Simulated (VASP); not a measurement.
# ZnO (P4_2/mnm) in VASP: single point with r2SCAN

Aim: the single point of ZnO with r2SCAN.

Everything below comes from runs of VASP 6.6.1. Logs are shortened: lines on timing, memory, paths and dates and some standing lists are left out, and cuts for length are marked.

**1. The cell of the first run**

The structure is tetragonal, space group P4_2/mnm (No. 136). The conventional cell has a = 5.512 Å, b = 5.512 Å, c = 3.250 Å, α = 90.00°, β = 90.00°, γ = 90.00°. Zn (site symmetry m2m) has 4 O at 1.94 to 2.01 Å within 2.6 Å. Within 2.6 Å of O (site symmetry m2m) lie 4 Zn at 1.94 to 2.01 Å.

**2. Single point, r2SCAN**

POSCAR reads:

```
ZnO
1.0
    5.5116452260      0.0000000000      0.0000000000
    0.0000000000      5.5116452260      0.0000000000
    0.0000000000      0.0000000000      3.2500358879
Zn O
4 4
Direct
    0.1818431705      0.1818431705      0.5000000000
    0.8181568295      0.8181568295      0.5000000000
    0.6818431705      0.3181568295      0.0000000000
    0.3181568295      0.6818431705      0.0000000000
    0.8173756040      0.1826243960      0.5000000000
    0.1826243960      0.8173756040      0.5000000000
    0.6826243960      0.6826243960      0.0000000000
    0.3173756040      0.3173756040      0.0000000000
```

INCAR.step1 reads:

```
PREC     = Accurate       # precision mode
ENCUT    = 520            # plane-wave cutoff, eV
ISMEAR   = 0              # smearing method
SIGMA    = 0.02           # smearing width, eV
LREAL    = F              # projectors in reciprocal space
LASPH    = T              # aspherical terms in the spheres
NELM     = 100            # most SCF steps
NBANDS   = 46             # bands
GGA      = PE             # functional
ALGO     = Normal         # electronic algorithm
EDIFF    = 1E-4           # SCF threshold, eV
LWAVE    = T              # write WAVECAR
LCHARG   = F              # write CHGCAR
```

INCAR.step2 reads:

```
PREC     = Accurate       # precision mode
ENCUT    = 520            # plane-wave cutoff, eV
EDIFF    = 1E-7           # SCF threshold, eV
ISMEAR   = 0              # smearing method
SIGMA    = 0.02           # smearing width, eV
LREAL    = F              # projectors in reciprocal space
LASPH    = T              # aspherical terms in the spheres
NELM     = 100            # most SCF steps
ALGO     = Normal         # electronic algorithm
ISIF     = 2              # what is computed and relaxed
LWAVE    = F              # write WAVECAR
LCHARG   = F              # write CHGCAR
METAGGA  = R2SCAN         # meta-GGA
LMIXTAU  = T            
NBANDS   = 46             # bands
ISTART   = 1
```

KPOINTS reads:

```
Automatic mesh
0
Gamma
  6 6 8
```

Potentials or basis: VASP PAW PBE potentials, release 64 (Zn, O).

Started as:

```console
cat potpaw_PBE.64/Zn/POTCAR potpaw_PBE.64/O/POTCAR > POTCAR
cp INCAR.step1 INCAR
mpirun -np 1 vasp_std > vasp.out
cp INCAR.step2 INCAR
mpirun -np 1 vasp_std > vasp.out
```

OUTCAR:

```text
PREC = Accurate
   ENCUT = 520
   EDIFF = 1E-7
   ISMEAR = 0
   LREAL = F
   LASPH = T
   NELM = 100
   ISIF = 2
   METAGGA = R2SCAN
   ISTART = 1

 ion  position               nearest neighbor table
   1  0.182  0.182  0.500-   8 1.94   8 1.94   5 2.01   6 2.01   2 2.83
   2  0.818  0.818  0.500-   7 1.94   7 1.94   5 2.01   6 2.01   1 2.83
   3  0.682  0.318  0.000-   5 1.94   5 1.94   8 2.01   7 2.01   4 2.83
   4  0.318  0.682  0.000-   6 1.94   6 1.94   8 2.01   7 2.01   3 2.83
   5  0.817  0.183  0.500-   3 1.94   3 1.94   1 2.01   2 2.01
   6  0.183  0.817  0.500-   4 1.94   4 1.94   1 2.01   2 2.01
   7  0.683  0.683  0.000-   2 1.94   2 1.94   4 2.01   3 2.01
   8  0.317  0.317  0.000-   1 1.94   1 1.94   4 2.01   3 2.01

  LATTYP: Found a simple tetragonal cell.
 ALAT       =     5.5116452260
 C/A-ratio  =     0.5896671057

  Lattice vectors:

 A1 = (   5.5116452260,   0.0000000000,   0.0000000000)
 A2 = (   0.0000000000,   5.5116452260,   0.0000000000)
 A3 = (   0.0000000000,   0.0000000000,   3.2500358879)

Analysis of symmetry for initial positions (statically):
=====================================================================
 Subroutine PRICEL returns:
 Original cell was already a primitive cell.

 Routine SETGRP: Setting up the symmetry group for a
 simple tetragonal supercell.

 Subroutine GETGRP returns: Found 16 space group operations
 (whereof  8 operations were pure point group operations)
 out of a pool of 16 trial point group operations.

The static configuration has the point symmetry D_2h.
 The point group associated with its full space group is D_4h.

Analysis of symmetry for dynamics (positions and initial velocities):
=====================================================================
 Subroutine PRICEL returns:
 Original cell was already a primitive cell.

 Routine SETGRP: Setting up the symmetry group for a
 simple tetragonal supercell.

 Subroutine GETGRP returns: Found 16 space group operations
 (whereof  8 operations were pure point group operations)
 out of a pool of 16 trial point group operations.

The dynamic configuration has the point symmetry D_2h.
 The point group associated with its full space group is D_4h.

 Subroutine INISYM returns: Found 16 space group operations
 (whereof  8 operations are pure point group operations),
 and found     1 'primitive' translations

----------------------------------------------------------------------------------------

                                     Primitive cell

  volume of cell :      98.7303

  direct lattice vectors                    reciprocal lattice vectors
     5.511645226  0.000000000  0.000000000     0.181434029  0.000000000  0.000000000
     0.000000000  5.511645226  0.000000000     0.000000000  0.181434029  0.000000000
     0.000000000  0.000000000  3.250035888     0.000000000  0.000000000  0.307688910

  length of vectors
     5.511645226  5.511645226  3.250035888     0.181434029  0.181434029  0.307688910

  position of ions in fractional coordinates (direct lattice)
     0.181843171  0.181843171  0.500000000
     0.818156829  0.818156829  0.500000000
     0.681843171  0.318156829  0.000000000
     0.318156829  0.681843171  0.000000000
     0.817375604  0.182624396  0.500000000
     0.182624396  0.817375604  0.500000000
     0.682624396  0.682624396  0.000000000
     0.317375604  0.317375604  0.000000000

  ion indices of the primitive-cell ions
   primitive index   ion index
                 1           1
                 2           2
                 3           3
                 4           4
                 5           5
                 6           6
                 7           7
                 8           8

----------------------------------------------------------------------------------------

 KPOINTS: Automatic mesh

Automatic generation of k-mesh.
 Grid dimensions read from file:
 generate k-points for:    6    6    8

 Generating k-lattice:

  Cartesian coordinates                     Fractional coordinates (reciprocal lattice)
     0.030239005  0.000000000  0.000000000     0.166666667  0.000000000  0.000000000
     0.000000000  0.030239005  0.000000000     0.000000000  0.166666667  0.000000000
     0.000000000  0.000000000  0.038461114     0.000000000  0.000000000  0.125000000

  Length of vectors
     0.030239005  0.030239005  0.038461114

  Shift w.r.t. Gamma in fractional coordinates (k-lattice)
     0.000000000  0.000000000  0.000000000

 Subroutine IBZKPT returns following result:
 ===========================================

 Found     50 irreducible k-points:

 Following reciprocal coordinates:
            Coordinates               Weight
  0.000000  0.000000  0.000000      1.000000
  0.166667  0.000000  0.000000      4.000000
  0.333333  0.000000  0.000000      4.000000
  0.500000  0.000000  0.000000      2.000000
  0.166667  0.166667  0.000000      4.000000
  0.333333  0.166667  0.000000      8.000000
[... 16 lines left out ...]
  0.333333  0.000000  0.250000      8.000000
  0.500000  0.000000  0.250000      4.000000
 [... further k-points ...]
   k-points           NKPTS =     50   k-points in BZ     NKDIM =     50   number of bands    NBANDS=     46
   number of dos      NEDOS =    301   number of ions     NIONS =      8
   total plane-waves  NPLWV =  42336
   dimension x,y,z NGX =    42 NGY =   42 NGZ =   24
   dimension x,y,z NGXF=    84 NGYF=   84 NGZF=   48
   ions per type =               4   4
   NGX,Y,Z   is equivalent  to a cutoff of  12.67, 12.67, 12.28 a.u.
   NGXF,Y,Z  is equivalent  to a cutoff of  25.34, 25.34, 24.55 a.u.
 SYSTEM =  unknown system
   PREC   = accura    normal or accurate (medium, high low for compatibility)
   ISTART =      1    job   : 0-new  1-cont  2-samecut
   ICHARG =      0    charge: 1-file 2-atom 10-const
   ISPIN  =      1    spin polarized calculation?
   LNONCOLLINEAR =      F non collinear calculations
   LSORBIT =      F    spin-orbit coupling
   LASPH  =      T    aspherical Exc in radial PAW
   ENCUT  =  520.0 eV  38.22 Ry    6.18 a.u.  10.25 10.25  6.04*2*pi/ulx,y,z
   NELM   =    100;   NELMIN=  2; NELMDL=  0     # of ELM steps
   EDIFF  = 0.1E-06   stopping-criterion for ELM
   LREAL  =      F    real-space projection
   EDIFFG = 0.1E-05   stopping-criterion for IOM
   NSW    =      0    number of steps for IOM
   IBRION =     -1    ionic relax: 0-MD 1-quasi-New 2-CG
   NFREE  =      0    steps in history (QN), initial steepest desc. (CG)
   ISIF   =      2    stress and relaxation
   ISYM   =      2    0-nonsym 1-usesym 2-fastsym
   POTIM  = 0.5000    time-step for ionic-motion
   TEBEG  =    0.0;   TEEND  =   0.0 temperature during run
   PSTRESS=    0.0 pullay stress
   NELECT =      72.0000    total number of electrons
   NUPDOWN=      -1.0000    fix difference up-down
   EMIN   =  10.00;   EMAX   =-10.00  energy-range for DOS
   EFERMI =   0.00;   METHOD = LEGACY
   ISMEAR =     0;   SIGMA  =   0.02  broadening in eV -4-tet -1-fermi 0-gaus
   EFERMI_NEDOS =   21; number of points for ismear=-14 and -15
   IALGO  =     38    algorithm
   IMIX   =      4    mixing-type and parameters
     AMIX     =   0.40;   BMIX     =  1.00
     AMIX_MAG =   1.60;   BMIX_MAG =  1.00
  volume/ion in A,a.u.               =      12.34        83.28
  Fermi-wavevector in a.u.,A,eV,Ry     =   1.473563  2.784631 29.543535  2.171389
  Thomas-Fermi vector in A             =   2.588441
   LORBIT       =      0    0 simple, 1 ext, 2 COOP (PROOUT), +10 PAW based schemes
   METAGGA = R2SCAN    functional components
   LHFCALC =     F    Hartree Fock is set to
   AEXX    =    0.0000 exact exchange contribution
   IVDW    =     0    specifies the selected vdW correction
   LEPSILON=     F    determine dielectric tensor
   LRPA    =     F    only Hartree local field effects (RPA)
 non-spin polarized calculation
 Gauss-broadening in eV      SIGMA  =   0.02
  energy-cutoff  :      520.00
  volume of cell :       98.73
 maximum number of plane-waves:      2684
 NGX is ok and might be reduce to    42
   NGX = 21   NGY = 21   NGZ = 13

 number of electron      71.9999994 magnetization

 Free energy of the ion-electron system (eV)
  ---------------------------------------------------
  ext. energy  EPLUGINS =         0.00000000
  ---------------------------------------------------
  free energy    TOTEN  =       -72.37217508 eV

  energy without entropy =      -72.37217508  energy(sigma->0) =      -72.37217508

 E-fermi :   0.8526     XC(G=0): -11.3892

 val. band max:        0.7005078185   @ k =   0.0000   0.0000   0.0000
 cond. band min:       1.9069902374   @ k =   0.0000   0.0000   0.0000
 fundamental gap:      1.2064824189
 Fermi energy:         0.8525972616

 k-point     1 :       0.0000    0.0000    0.0000
  band No.  band energies     occupation
      1     -18.4661      2.00000
      2     -17.7803      2.00000
      3     -17.7803      2.00000
      4     -17.6968      2.00000
      5      -5.7464      2.00000
      6      -5.5534      2.00000
[... 38 lines left out ...]
     45      11.7681      0.00000
     46      13.7608      0.00000

 k-point     2 :       0.1667    0.0000    0.0000
  band No.  band energies     occupation
      1     -18.4293      2.00000
      2     -17.8618      2.00000
      3     -17.7664      2.00000
      4     -17.6677      2.00000
      5      -5.7445      2.00000
      6      -5.5740      2.00000
[... 38 lines left out ...]
     45      12.1111      0.00000
     46      13.7008      0.00000

 k-point     3 :       0.3333    0.0000    0.0000
  band No.  band energies     occupation
      1     -18.3262      2.00000
      2     -18.0109      2.00000
      3     -17.7305      2.00000
      4     -17.6613      2.00000
      5      -5.7273      2.00000
      6      -5.6253      2.00000
[... 38 lines left out ...]
     45      12.0178      0.00000
     46      12.9502      0.00000

 k-point     4 :       0.5000    0.0000    0.0000
  band No.  band energies     occupation
      1     -18.1768      2.00000
      2     -18.1768      2.00000
      3     -17.6885      2.00000
      4     -17.6885      2.00000
      5      -5.6837      2.00000
      6      -5.6837      2.00000
[... 920 lines left out ...]
     45      11.5218      0.00000
     46      11.5688      0.00000

 k-point    23 :       0.3333    0.0000    0.2500
  band No.  band energies     occupation
      1     -18.1386      2.00000
      2     -17.8937      2.00000
      3     -17.6498      2.00000
      4     -17.6198      2.00000
      5      -5.5950      2.00000
      6      -5.4405      2.00000
[... 38 lines left out ...]
     45      10.8237      0.00000
     46      11.4458      0.00000

 k-point    24 :       0.5000    0.0000    0.2500
  band No.  band energies     occupation
      1     -18.0219      2.00000
      2     -18.0219      2.00000
      3     -17.6284      2.00000
      4     -17.6284      2.00000
      5      -5.5418      2.00000
      6      -5.5418      2.00000
[... 38 lines left out ...]
     45      11.0217      0.00000
     46      11.0217      0.00000

 [... further k-points ...]
[... 5 lines left out ...]
  --------------------------------------------------------------------------------------
  -------------------------------------------------------------------------------------
  Total        0.5457649      0.5457649      0.7417048      0.0000000      0.0000000      0.0000000
  in kB        8.8565694      8.8565694     12.0362451      0.0000000      0.0000000      0.0000000
  external PRESSURE =       9.9164613 kB  Pullay stress =       0.0000000 kB

 VOLUME and BASIS-vectors are now :
 -----------------------------------------------------------------------------
  energy-cutoff  :      520.00
  volume of cell :       98.73
      direct lattice vectors                 reciprocal lattice vectors
     5.511645226  0.000000000  0.000000000     0.181434029  0.000000000  0.000000000
     0.000000000  5.511645226  0.000000000     0.000000000  0.181434029  0.000000000
     0.000000000  0.000000000  3.250035888     0.000000000  0.000000000  0.307688910

 POSITION                                       TOTAL-FORCE (eV/Angst)
 -----------------------------------------------------------------------------------
      1.00226      1.00226      1.62502        -0.028275     -0.028275     -0.000000
      4.50939      4.50939      1.62502         0.028275      0.028275      0.000000
      3.75808      1.75357      0.00000        -0.028275      0.028275      0.000000
      1.75357      3.75808      0.00000         0.028275     -0.028275      0.000000
      4.50508      1.00656      1.62502        -0.002709      0.002709      0.000000
      1.00656      4.50508      1.62502         0.002709     -0.002709      0.000000
      3.76238      3.76238      0.00000         0.002709      0.002709      0.000000
      1.74926      1.74926      0.00000        -0.002709     -0.002709      0.000000
 -----------------------------------------------------------------------------------
    total drift:                                0.000000      0.000000      0.000000

  FREE ENERGIE OF THE ION-ELECTRON SYSTEM (eV)
  ---------------------------------------------------
  free  energy   TOTEN  =       -72.3721750756 eV

  energy  without entropy=      -72.3721750756  energy(sigma->0) =      -72.37217508
```

Run time: 5.6 min. Hardware: 1 thread of Intel Xeon 6975P-C (Granite Rapids), shared host; peak memory 0.31 GiB.

What came out:

```
Free energy            : -72.3722 eV
Pressure               : 1.0 GPa
Largest force          : 0.040 eV/Å
Band gap on the k mesh : 1.21 eV
```

Forces on the atoms (eV/Å):
```
Zn  -0.028 -0.028  0.000
Zn   0.028  0.028  0.000
Zn  -0.028  0.028  0.000
Zn   0.028 -0.028  0.000
O   -0.003  0.003  0.000
O    0.003 -0.003  0.000
O    0.003  0.003  0.000
O   -0.003 -0.003  0.000
```

Caveat: the PAW data sets were made with another functional, which shifts forces and pressure a little. A k mesh can miss the band edges.
